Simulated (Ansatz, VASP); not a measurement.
## Two plane-wave programs on PbF2

Contents of INCAR:

```
SYSTEM = PbF2
ALGO = Normal
EDIFF = 1E-7
ENCUT = 520
GGA = CA
ISIF = 2
ISMEAR = 0
LASPH = .TRUE.
LCHARG = .FALSE.
LREAL = .FALSE.
LWAVE = .FALSE.
NBANDS = 21
NELM = 80
PREC = Accurate
SIGMA = 0.05
```

KPOINTS

```
k-points
0
G
  8 8 8
  0 0 0
```

The input POSCAR:

```
PbF2
1.0
    0.0000000000      2.9809869375      2.9809869375
    2.9698500000      0.0111369375      2.9698500000
    2.9698500000      2.9698500000      0.0111369375
Pb F
1 2
Direct
    0.0000000000      0.0000000000      0.0000000000
    0.2500000000      0.2500000000      0.2500000000
    0.7500000000      0.7500000000      0.7500000000
```

Input for Ansatz:

```yaml
crystal:
  lattice:
    - [0.0, 2.9809869375, 2.9809869375]
    - [2.96985, 0.0111369375, 2.96985]
    - [2.96985, 2.96985, 0.0111369375]
  atoms:
    - { symbol: Pb, position: [0.0, 0.0, 0.0] }
    - { symbol: F, position: [0.25, 0.25, 0.25] }
    - { symbol: F, position: [0.75, 0.75, 0.75] }
basis:
  ecutwfc: 420
kpoints:
  mp_grid: { grid: [8, 8, 8] }
hamiltonian:
  xc: lda
scf:
  occupations: { method: gaussian, width: 0.05 }
output:
  forces: true
  stress: true
  eigenvalues: true
```

Change from the starting cell: strain +0.0075 x Voigt [0, 0, 0, 1, 0, 0], atoms carried along.

Alike in both runs: task single point; functional LDA; k mesh 8 × 8 × 8; occupations gaussian, width 0.05 eV; no spin polarisation.

|  | VASP | Ansatz |
| --- | --- | --- |
| version | VASP 6.6.1 | Ansatz 0.2.0 |
| potentials or method | VASP PAW LDA potentials, release 64 (Pb_d, F), cutoff 520 eV | scalar-relativistic, plane waves, PAW |
| valence electrons in the cell | 28 | 28 |

VASP gave:

```
gap on the k mesh at the Fermi level (eV)                     : 4.22
least direct gap on the mesh (eV)                             : 4.38
pressure (GPa)                                                : -4.9
traceless stress, the component that is largest in VASP (GPa) : -0.21
rms of the force components (eV/Å)                            : 0.007
```

Q: What did Ansatz give for the same quantities?

A: gap on the k mesh at the Fermi level (eV): 4.26; least direct gap on the mesh (eV): 4.42; pressure (GPa): -4.9; traceless stress, the component that is largest in VASP (GPa): -0.20; rms of the force components (eV/Å): 0.006.

LDA's correlation is that of Perdew and Zunger in VASP and of Perdew and Wang (1992) in Ansatz. Atom by atom the forces differ by 0.000 eV/Å (rms over components).

Spin-orbit coupling is off throughout.
